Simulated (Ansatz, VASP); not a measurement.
**Zn in VASP and in Ansatz**

INCAR

```
SYSTEM = Zn
ALGO     = Normal         ! electronic algorithm
EDIFF    = 1E-7           ! SCF threshold, eV
ENCUT    = 520            ! plane-wave cutoff, eV
GGA      = PS             ! functional
ISIF     = 2              ! what is computed and relaxed
ISMEAR   = 1              ! smearing method
LASPH    = .True.         ! aspherical terms in the spheres
LCHARG   = .True.         ! write CHGCAR
LELF     = .True.         ! ELF
LREAL    = .False.        ! projectors in reciprocal space
LVHAR    = .True.       
LWAVE    = .False.        ! write WAVECAR
NBANDS   = 12             ! bands
NELM     = 100            ! most SCF steps
PREC     = Accurate       ! precision mode
SIGMA    = 0.05           ! smearing width, eV
```

The input KPOINTS:

```
k-points
0
Gamma
  10 10 10
  0 0 0
```

The input POSCAR:

```
Zn
1.0
   -1.5148885676      1.5148885676      1.5148885676
    1.5148885676     -1.5148885676      1.5148885676
    1.5148885676      1.5148885676     -1.5148885676
Zn
1
Direct
    0.0000000000      0.0000000000      0.0000000000
```

Input for Ansatz:

```yaml
crystal:
  lattice:
    - [-1.5148885675534633, 1.5148885675534633, 1.5148885675534633]
    - [1.5148885675534633, -1.5148885675534633, 1.5148885675534633]
    - [1.5148885675534633, 1.5148885675534633, -1.5148885675534633]
  atoms:
    - { symbol: Zn, position: [0.0, 0.0, 0.0] }
basis:
  ecutwfc: 476.19925930478996
kpoints:
  mp_grid:
    grid: [10, 10, 10]
hamiltonian:
  xc: pbesol
scf:
  algorithm: density_mixing
  convergence:
    dr2_threshold: 1.0e-07
  occupations:
    method: cold
    width: 0.05
  eigensolver:
    kind: auto
    full_accuracy: true
output:
  stress: true
```

Alike in both runs: task single point; functional PBEsol; k mesh 10 × 10 × 10; no spin polarisation.

|  | VASP | Ansatz |
| --- | --- | --- |
| version | VASP 6.6.1 | Ansatz 0.2.0 |
| potentials or method | VASP PAW PBE potentials, release 64 (Zn), cutoff 520 eV | plane waves, PAW |
| occupations | methfessel-paxton of order 1, width 0.05 eV | cold, width 0.05 eV |
| valence electrons in the cell | 12 | 12 |

|  | VASP | Ansatz | Ansatz less VASP |
| --- | --- | --- | --- |
| pressure (GPa) | 3.5 | 3.1 | -0.47 |

VASP's potentials were made for PBE, not for PBEsol. Ansatz's warnings: stress scf threshold loose.
